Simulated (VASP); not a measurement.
Crystal: NaF (Villiaumite).

```
Na F
1.0
     0.00000    2.29724    2.29724
     2.29724    0.00000    2.29724
     2.29724    2.29724    0.00000
Na F
1 1
Direct
  0.00000 0.00000 0.00000
  0.50000 0.50000 0.50000
```

Base run:

| Quantity | Value |
| --- | --- |
| Program | VASP 6.6.1 |
| Functional | r2SCAN |
| Potentials or basis | VASP PAW PBE potentials, release 64 (Na_pv, F) |
| Cutoff | 520 eV |
| k mesh | 10 × 10 × 10 |
| Occupations | gaussian, width 0.01 eV |
| Spin | no spin polarisation |

Its results: band gap on the k mesh 7.32 eV, direct; pressure -0.8 GPa.

**Question.** The run is repeated on the same cell with these changes: functional from r2SCAN to PBE. What comes out?

**Answer.** Band gap on the k mesh 6.44 eV, direct; pressure 3.5 GPa.

r2SCAN gives the wider gap, since meta-GGAs in the generalised Kohn-Sham scheme recover part of the derivative discontinuity.

Caveats: the PAW data sets were made with another functional, which shifts forces and pressure a little (some runs).

A k mesh can miss the band edges.
